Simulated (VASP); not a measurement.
Wanted: the native input for a VASP 6.6.1 run.

```
Task                   : single point
Functional             : revPBE
Potentials or basis    : VASP PAW PBE potentials, release 64 (Ga_d)
Cutoff                 : 520 eV
k mesh                 : 14 × 14 × 14
Occupations            : fermi-dirac, width 0.1 eV
Spin                   : no spin polarisation
Dipole correction      : no
Further INCAR settings : ALGO = Normal; EDIFF = 1e-06; NBANDS = 12
```

The structure of Ga lies in POSCAR:

```
Ga
1.0
    0.0000000000      2.0779339858      2.0779339858
    2.0779339858      0.0000000000      2.0779339858
    2.0779339858      2.0779339858      0.0000000000
Ga
1
Direct
    0.0000000000      0.0000000000      0.0000000000
```

This cell differs from its parent crystal: volume scaled by 0.92.

The input as run:

INCAR

```
ALGO = Normal
EDIFF = 1E-6
ENCUT = 520
GGA = RE
ISIF = 2
ISMEAR = -1
LASPH = T
LCHARG = F
LREAL = F
LWAVE = F
NBANDS = 12
NELM = 80
PREC = Accurate
SIGMA = 0.1
```

KPOINTS

```
k-points
0
Gamma
  14 14 14
```

Potentials or basis: VASP PAW PBE potentials, release 64 (Ga_d).

Launch:

```sh
$ cat potpaw_PBE.64/Ga_d/POTCAR > POTCAR
$ mpirun -np 1 vasp_std > vasp.out
```

Results of the run:

```yaml
Pressure: 4.5 GPa
```

Caveat: the PAW data sets were made with another functional, which shifts forces and pressure a little.

Wall time 19 s on 1 thread of AMD EPYC 7R13 Processor (Zen 3) (shared host), peak memory 0.12 GiB.
